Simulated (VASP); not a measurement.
# Li5Os3 (R-3m) in VASP: a series of runs

Runs on Li5Os3. Level: LDA. Tasks: single point, relaxation of volume and atoms at fixed shape.

Program: VASP 6.6.1. These are calculated values, not measurements. Logs are shortened: lines on timing, memory, paths and dates and some standing lists are left out, and cuts for length are marked.

### Step 1. The cell of the first run

It takes space group R-3m (No. 166, trigonal). The conventional cell has a = 5.190 Å, b = 5.190 Å, c = 12.712 Å, α = 90.00°, β = 90.00°, γ = 120.00°. Os (site symmetry 2/m) has 4 Os at 2.59 Å and 8 Li at 2.59 Å within 3.4 Å. Li (site symmetry -3m) has 6 Os at 2.59 Å and 6 Li at 2.59 Å within 3.4 Å. Li (site symmetry 2/m) has 4 Os at 2.59 Å and 8 Li at 2.59 Å within 3.4 Å. Within 3.4 Å of Li (site symmetry -3m) lie 6 Os at 2.59 Å and 6 Li at 2.59 Å.

### Step 2. Single point, LDA

File INCAR:

```
SYSTEM = Li5Os3
PREC = Accurate ; ENCUT = 750
EDIFF = 1E-6 ; ISMEAR = -1
SIGMA = 0.05 ; LREAL = .FALSE.
LASPH = .TRUE. ; NELM = 120
ALGO = Normal ; ISIF = 2
LWAVE = .FALSE. ; LCHARG = .TRUE.
LELF = .TRUE. ; LVHAR = .TRUE.
NBANDS = 30 ; GGA_COMPAT = .FALSE.
```

File KPOINTS:

```
Automatic mesh
0
G
  4 4 4
  0 0 0
```

File POSCAR:

```
Li5Os3
1.0
    0.0000000000      3.6697628245      3.6697628245
    3.6697628245      0.0000000000      3.6697628245
    3.6697628245      3.6697628245      0.0000000000
Os Li
3 5
Direct
    0.0000000000      0.0000000000      0.0000000000
    0.0000000000      0.5000000000      0.0000000000
    0.5000000000      0.0000000000      0.0000000000
    0.0000000000      0.0000000000      0.5000000000
    0.0000000000      0.5000000000      0.5000000000
    0.5000000000      0.0000000000      0.5000000000
    0.5000000000      0.5000000000      0.0000000000
    0.5000000000      0.5000000000      0.5000000000
```

Potentials or basis: VASP PAW LDA potentials, release 64 (Os, Li_sv).

Run with:

```
$ cat potpaw_LDA.64/Os/POTCAR potpaw_LDA.64/Li_sv/POTCAR > POTCAR
$ mpirun -np 1 vasp_std > vasp.out
```

OUTCAR:

```text
SYSTEM = Li5Os3
   PREC = Accurate
   ENCUT = 750
   EDIFF = 1E-6
   ISMEAR = -1
   LREAL = .FALSE.
   LASPH = .TRUE.
   NELM = 120
   ISIF = 2

 ion  position               nearest neighbor table
   1  0.000  0.000  0.000-   2 2.59   3 2.59   4 2.59   4 2.59   5 2.59   6 2.59   2 2.59   5 2.59
                             7 2.59   3 2.59   6 2.59   7 2.59
   2  0.000  0.500  0.000-   1 2.59   5 2.59   7 2.59   4 2.59   5 2.59   8 2.59   1 2.59   3 2.59
                             4 2.59   3 2.59   7 2.59   8 2.59
   3  0.500  0.000  0.000-   1 2.59   6 2.59   7 2.59   4 2.59   6 2.59   8 2.59   2 2.59   7 2.59
                             8 2.59   1 2.59   2 2.59   4 2.59
   4  0.000  0.000  0.500-   1 2.59   5 2.59   6 2.59   1 2.59   2 2.59   3 2.59   2 2.59   5 2.59
                             8 2.59   3 2.59   6 2.59   8 2.59
   5  0.000  0.500  0.500-   2 2.59   4 2.59   8 2.59   1 2.59   2 2.59   7 2.59   1 2.59   4 2.59
                             6 2.59   6 2.59   7 2.59   8 2.59
   6  0.500  0.000  0.500-   3 2.59   4 2.59   8 2.59   1 2.59   3 2.59   7 2.59   5 2.59   7 2.59
                             8 2.59   1 2.59   4 2.59   5 2.59
   7  0.500  0.500  0.000-   2 2.59   3 2.59   8 2.59   5 2.59   6 2.59   8 2.59   1 2.59   3 2.59
                             6 2.59   1 2.59   2 2.59   5 2.59
   8  0.500  0.500  0.500-   5 2.59   6 2.59   7 2.59   2 2.59   3 2.59   7 2.59   3 2.59   4 2.59
                             6 2.59   2 2.59   4 2.59   5 2.59

  LATTYP: Found a face centered cubic cell.
 ALAT       =     7.3395256490

  Lattice vectors:

 A1 = (   0.0000000000,   3.6697628245,   3.6697628245)
 A2 = (   3.6697628245,   0.0000000000,   3.6697628245)
 A3 = (   3.6697628245,   3.6697628245,   0.0000000000)

Analysis of symmetry for initial positions (statically):
=====================================================================
 Subroutine PRICEL returns:
 Original cell was already a primitive cell.

 Routine SETGRP: Setting up the symmetry group for a
 face centered cubic supercell.

 Subroutine GETGRP returns: Found 12 space group operations
 (whereof  4 operations were pure point group operations)
 out of a pool of 48 trial point group operations.

The static configuration has the point symmetry C_2h.
 The point group associated with its full space group is D_3d.

Analysis of symmetry for dynamics (positions and initial velocities):
=====================================================================
 Subroutine PRICEL returns:
 Original cell was already a primitive cell.

 Routine SETGRP: Setting up the symmetry group for a
 face centered cubic supercell.

[... 113 lines left out ...]
   POTIM  = 0.5000    time-step for ionic-motion
   TEBEG  =    0.0;   TEEND  =   0.0 temperature during run
   PSTRESS=    0.0 pullay stress
   NELECT =      39.0000    total number of electrons
   NUPDOWN=      -1.0000    fix difference up-down
   EMIN   =  10.00;   EMAX   =-10.00  energy-range for DOS
   EFERMI =   0.00;   METHOD = LEGACY
   ISMEAR =    -1;   SIGMA  =   0.05  broadening in eV -4-tet -1-fermi 0-gaus
   EFERMI_NEDOS =   21; number of points for ismear=-14 and -15
   IALGO  =     38    algorithm
   IMIX   =      4    mixing-type and parameters
     AMIX     =   0.40;   BMIX     =  1.00
     AMIX_MAG =   1.60;   BMIX_MAG =  1.00
  volume/ion in A,a.u.               =      12.36        83.38
  Fermi-wavevector in a.u.,A,eV,Ry     =   1.200738  2.269066 19.616506  1.441773
  Thomas-Fermi vector in A             =   2.336566
   LORBIT       =      0    0 simple, 1 ext, 2 COOP (PROOUT), +10 PAW based schemes
   GGA     = CA    functional components
   LHFCALC =     F    Hartree Fock is set to
   AEXX    =    0.0000 exact exchange contribution
   IVDW    =     0    specifies the selected vdW correction
   LEPSILON=     F    determine dielectric tensor
   LRPA    =     F    only Hartree local field effects (RPA)
 non-spin polarized calculation
  energy-cutoff  :      750.00
  volume of cell :       98.84
 maximum number of plane-waves:      4645
 NGX is ok and might be reduce to    48
   NGX = 23   NGY = 23   NGZ = 23

 number of electron      39.0000005 magnetization

 Free energy of the ion-electron system (eV)
  ---------------------------------------------------
  ext. energy  EPLUGINS =         0.00000000
  ---------------------------------------------------
  free energy    TOTEN  =       -46.63713967 eV

  energy without entropy =      -46.60032022  energy(sigma->0) =      -46.61872994

 E-fermi :   4.8857     XC(G=0): -11.1416

 val. band max:        4.8619475120   @ k =   0.2500   0.0000   0.5000
 cond. band min:       4.9033101563   @ k =   0.2500   0.2500   0.0000
 fundamental gap:      0.0413626444
 Fermi energy:         4.8856748949

 k-point     1 :       0.0000    0.0000    0.0000
  band No.  band energies     occupation
      1     -39.5668      2.00000
      2     -39.5013      2.00000
      3     -39.5013      2.00000
      4     -38.8983      2.00000
      5     -38.7315      2.00000
      6      -2.8095      2.00000
[... 418 lines left out ...]
     29      12.4385      0.00000
     30      12.9936      0.00000

------------------------ aborting loop because EDIFF is reached ----------------------------------------

  FORCE on cell =-STRESS in cart. coord.  units (eV):
  Direction    XX          YY          ZZ          XY          YZ          ZX
  --------------------------------------------------------------------------------------
  -------------------------------------------------------------------------------------
  Total       -0.0560629     -0.0560629     -0.0560629      3.1183474     -3.1183474     -3.1183474
  in kB       -0.9087445     -0.9087445     -0.9087445     50.5465004    -50.5465004    -50.5465004
  external PRESSURE =      -0.9087445 kB  Pullay stress =       0.0000000 kB

 VOLUME and BASIS-vectors are now :
 -----------------------------------------------------------------------------
  energy-cutoff  :      750.00
  volume of cell :       98.84
      direct lattice vectors                 reciprocal lattice vectors
     0.000000000  3.669762824  3.669762824    -0.136248587  0.136248587  0.136248587
     3.669762824  0.000000000  3.669762824     0.136248587 -0.136248587  0.136248587
     3.669762824  3.669762824  0.000000000     0.136248587  0.136248587 -0.136248587

 POSITION                                       TOTAL-FORCE (eV/Angst)
 -----------------------------------------------------------------------------------
      0.00000      0.00000      0.00000        -0.000000     -0.000000     -0.000000
      1.83488      0.00000      1.83488        -0.000000     -0.000000      0.000000
      0.00000      1.83488      1.83488         0.000000     -0.000000      0.000000
      1.83488      1.83488      0.00000        -0.000000     -0.000000      0.000000
      3.66976      1.83488      1.83488        -0.000000      0.000000      0.000000
      1.83488      3.66976      1.83488        -0.000000     -0.000000      0.000000
      1.83488      1.83488      3.66976        -0.000000     -0.000000     -0.000000
      3.66976      3.66976      3.66976        -0.000000      0.000000      0.000000
 -----------------------------------------------------------------------------------
    total drift:                                0.000000      0.000000     -0.000000

  FREE ENERGIE OF THE ION-ELECTRON SYSTEM (eV)
  ---------------------------------------------------
  free  energy   TOTEN  =       -46.6371396669 eV

  energy  without entropy=      -46.6003202184  energy(sigma->0) =      -46.61872994
```

OSZICAR:

```text
N       E                     dE             d eps       ncg     rms          rms(c)
DAV:   1     0.340690650019E+03    0.34069E+03   -0.20714E+04   780   0.176E+03
DAV:   2    -0.195817966032E+01   -0.34265E+03   -0.32208E+03   780   0.493E+02
DAV:   3    -0.443251116064E+02   -0.42367E+02   -0.40339E+02  1178   0.119E+02
DAV:   4    -0.508171343864E+02   -0.64920E+01   -0.63669E+01  1246   0.436E+01
DAV:   5    -0.510729308749E+02   -0.25580E+00   -0.25570E+00  1180   0.805E+00    0.310E+01
DAV:   6    -0.470644476042E+02    0.40085E+01   -0.15712E+01  1084   0.199E+01    0.588E+00
DAV:   7    -0.467522802517E+02    0.31217E+00   -0.11055E+00   904   0.580E+00    0.491E+00
DAV:   8    -0.466374638729E+02    0.11482E+00   -0.17031E-01   994   0.195E+00    0.542E-01
DAV:   9    -0.466369875397E+02    0.47633E-03   -0.51054E-02  1108   0.114E+00    0.220E-01
DAV:  10    -0.466371052568E+02   -0.11772E-03   -0.18266E-03  1116   0.243E-01    0.140E-01
DAV:  11    -0.466371473750E+02   -0.42118E-04   -0.30771E-04  1098   0.974E-02    0.253E-02
DAV:  12    -0.466371392089E+02    0.81662E-05   -0.51828E-05  1086   0.440E-02    0.633E-03
DAV:  13    -0.466371396669E+02   -0.45802E-06   -0.42400E-06  1046   0.108E-02
   1 F= -.46637140E+02 E0= -.46618730E+02  d E =-.368194E-01
```

stdout:

```text
POSCAR found type information on POSCAR OsLi
 POSCAR found :  2 types and       8 ions
 scaLAPACK will be used
 LDA part: xc-table for (Slater(with rela. corr.)+CA(PZ))
 , standard interpolation
 POSCAR, INCAR and KPOINTS ok, starting setup
 FFT: planning ... GRIDC
 FFT: planning ... GRID_SOFT
 FFT: planning ... GRID
 WAVECAR not read
 entering main loop
```

Run time: 41 s. Hardware: 1 thread of Intel Xeon 6975P-C (Granite Rapids), shared host; peak memory 0.28 GiB.

Results:

```yaml
Free_energy: -46.6371 eV
Pressure: -0.1 GPa
Band_gap_on_the_k_mesh: zero (an odd number of electrons rules out a gap without spin polarisation)
```

Levels at points of the mesh, in eV from the Fermi level:
| k point | band 18 | band 19 | band 20 | band 21 | band 22 | band 23 |
| --- | --- | --- | --- | --- | --- | --- |
| (0.00, 0.00, 0.00) | 0.20 | 0.20 | 0.59 | 0.59 | 0.71 | 1.09 |
| (0.50, 0.00, 0.00) | -1.69 | -1.25 | -0.62 | 0.63 | 1.00 | 2.22 |
| (0.00, 0.00, 0.50) | 0.57 | 0.57 | 1.02 | 1.02 | 1.50 | 1.50 |
| (0.50, 0.50, 0.00) | -1.74 | -1.74 | -0.90 | 0.63 | 0.94 | 1.23 |

Caveat: the k points lie up to 0.37 Å⁻¹ apart, too coarse for converged energies and pressures of a metal; spin-orbit coupling is left out, which moves the levels of the heavy elements.

(Continued in part 2 of 2.)

The gap in the log of VASP goes by the Fermi energy; the results here count the filled bands.